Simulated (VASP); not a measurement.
Crystal: PbS.

```xyz
2
Lattice="0.0000 3.3238 3.3238 3.3238 0.0000 3.3238 3.3238 3.3238 0.0000" Properties=species:S:1:pos:R:3 pbc="T T T"
Pb    0.0000    0.0000    0.0000
S     1.6619    1.6619    1.6619
```

Program: VASP 6.6.1. Alike in all runs: task single point; potentials or basis VASP PAW PBE potentials, release 64 (Pb_d, S); cell as given; k mesh 10 × 10 × 10; cutoff (eV) 520; smearing gaussian 0.05 eV. Hardware: 1 thread of Intel(R) Xeon(R) 6975P-C (Granite Rapids), on a shared host.

Q: Order these runs on this cell by their wall time, lowest first.
A. level PBEsol; spin off
B. level r2SCAN; spin off
C. level PBE; spin non-collinear, zero start, SOC

A: A (25 s), B (86 s), C (280 s).
